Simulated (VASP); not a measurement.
Wanted: the native input for a VASP 6.6.1 run.

```
Task                   : single point
Functional             : PBEsol
Potentials or basis    : VASP PAW PBE potentials, release 64 (F)
Cutoff                 : 520 eV
k mesh                 : 6 × 6 × 4
Occupations            : gaussian, width 0.05 eV
Spin                   : no spin polarisation
Dipole correction      : no
Further INCAR settings : ALGO = Normal; EDIFF = 1e-06; NBANDS = 22
```

The structure of F lies in POSCAR:

```
F
1.0
    3.5932197700     -2.1232795150      0.0000000000
    3.5932197700      2.1232795150      0.0000000000
    0.0000000000      0.0000000000      6.2800901100
F
4
Direct
    0.9125420000      0.0874580000      0.0960130000
    0.5874580000      0.4125420000      0.5960130000
    0.4125420000      0.5874580000      0.4039870000
    0.0874580000      0.9125420000      0.9039870000
```

This cell differs from its parent crystal: strain +0.015 along x and y, -0.015 along z.

One way to write it, as run:

INCAR

```
  PREC = Accurate
  ENCUT = 520
  EDIFF = 1E-6
  ISMEAR = 0
  SIGMA = 0.05
  LREAL = F
  LASPH = T
  NELM = 100
  ALGO = Normal
  ISIF = 2
  LWAVE = F
  LCHARG = F
  GGA = PS
  NBANDS = 22
```

KPOINTS

```
regular mesh
0
Gamma
  6 6 4
```

Potentials or basis: VASP PAW PBE potentials, release 64 (F).

Launch:

```sh
$ cat potpaw_PBE.64/F/POTCAR > POTCAR
$ mpirun -np 1 vasp_std > vasp.out
```

Results of the run:

```yaml
Pressure: -0.7 GPa
Largest_force: 0.138 eV/Å
Band_gap_on_the_k_mesh: 3.15 eV
```

Caveat: the cell differs from its parent crystal (strain +0.015 along x and y, -0.015 along z); this functional lacks dispersion, which holds the molecules together, so the pressure and a relaxed volume are unreliable; the PAW data sets were made with another functional, which shifts forces and pressure a little.

It took 24 s on 1 thread of Intel(R) Xeon(R) Platinum 8559C (Emerald Rapids), with other jobs on the host, peak memory 0.22 GiB.
